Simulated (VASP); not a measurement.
Al, 1 atom in the cell. Symmetry: Im-3m, No. 229, cubic system. The conventional cell has a = 3.182 Å, b = 3.182 Å, c = 3.182 Å, α = 90.00°, β = 90.00°, γ = 90.00°. Within 3.6 Å of Al (site symmetry m-3m) lie 14 Al at 2.76 to 3.18 Å. 

| Item | Value |
| --- | --- |
| Program | VASP 6.6.1 |
| Task | relaxation of cell and atoms |
| Functional | LDA |
| Potentials or basis | VASP PAW LDA potentials, release 64 (Al) |
| Cutoff | 600 eV |
| k mesh | 13 × 13 × 13 |
| Occupations | methfessel-paxton, width 0.15 eV |
| Spin | no spin polarisation |
| Target pressure | 20 GPa |
| Dipole correction | no |
| Further INCAR settings | ALGO = Normal; EDIFF = 1e-06; IBRION = 2; EDIFFG = -0.03; NSW = 80; ISIF = 3 |

Potentials or basis: VASP PAW LDA potentials, release 64 (Al).

Launch:

```bash
$ cat potpaw_LDA.64/Al/POTCAR > POTCAR
$ mpirun -np 1 vasp_std > vasp.out
```

Hardware: 1 thread of AMD EPYC 9R45 (Zen 5) (shared host).

**Question.** How long does it take, and how much memory?

**Answer.** It took 7.7 s on 1 thread of AMD EPYC 9R45 (Zen 5), with other jobs on the host, peak memory 0.1 GiB. Counts: scf iterations 23, k points 84, ion steps 4.
